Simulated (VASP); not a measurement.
Set up this calculation in VASP 6.6.1, as the native input.

| Item | Value |
| --- | --- |
| Task | single point |
| Functional | PBEsol |
| Potentials or basis | VASP PAW PBE potentials, release 64 (Te, Mo_sv) |
| Cutoff | 520 eV |
| k mesh | 9 × 9 × 1 |
| Occupations | gaussian, width 0.05 eV |
| Spin | no spin polarisation |
| Dipole correction | no |
| Further INCAR settings | ALGO = Normal; EDIFF = 1e-07; NBANDS = 35 |

The structure of Te2Mo lies in POSCAR:

```
Te2Mo
1.0
    3.4911146807      0.0000000000      0.0000000000
   -1.7455573404      3.0233940010      0.0000000000
    0.0000000000      0.0000000000     35.0541033180
Te Mo
4 2
Direct
    0.3333333333      0.6666666667      0.4462741011
    0.3221621162      0.6666666667      0.9485562876
    0.3445045504      0.6666666667      0.0514437124
    0.3333333333      0.6666666667      0.5537258989
    0.0000000000      0.0000000000      0.0000000000
    0.0000000000      0.0000000000      0.5000000000
```

This cell differs from its parent crystal: mode 7 frozen in at -0.039 Å and mode 12 at -0.080 Å (largest displacements).

The input as run:

INCAR

```
ALGO = Normal ; EDIFF = 1E-7
ENCUT = 520 ; GGA = PS
ISIF = 2 ; ISMEAR = 0
LASPH = T ; LCHARG = F
LREAL = F ; LWAVE = F
NBANDS = 35 ; NELM = 60
PREC = Accurate ; SIGMA = 0.05
```

KPOINTS

```
k-points
0
Gamma
  9 9 1
```

Potentials or basis: VASP PAW PBE potentials, release 64 (Te, Mo_sv).

Launch:

```console
$ cat potpaw_PBE.64/Te/POTCAR potpaw_PBE.64/Mo_sv/POTCAR > POTCAR
$ mpirun -np 1 vasp_std > vasp.out
```

Results of the run:

```yaml
Largest_force: 0.987 eV/Å
Band_gap_on_the_k_mesh: 1.06 eV
```

Caveat: the cell differs from its parent crystal (mode 7 frozen in at -0.039 Å and mode 12 at -0.080 Å (largest displacements)); the PAW data sets were made with another functional, which shifts forces and pressure a little; spin-orbit coupling is left out, which moves the levels of the heavy elements.

It took 12 min on 1 thread of Oxide Virtual Turin-like Processor (shared host), peak memory 0.61 GiB.
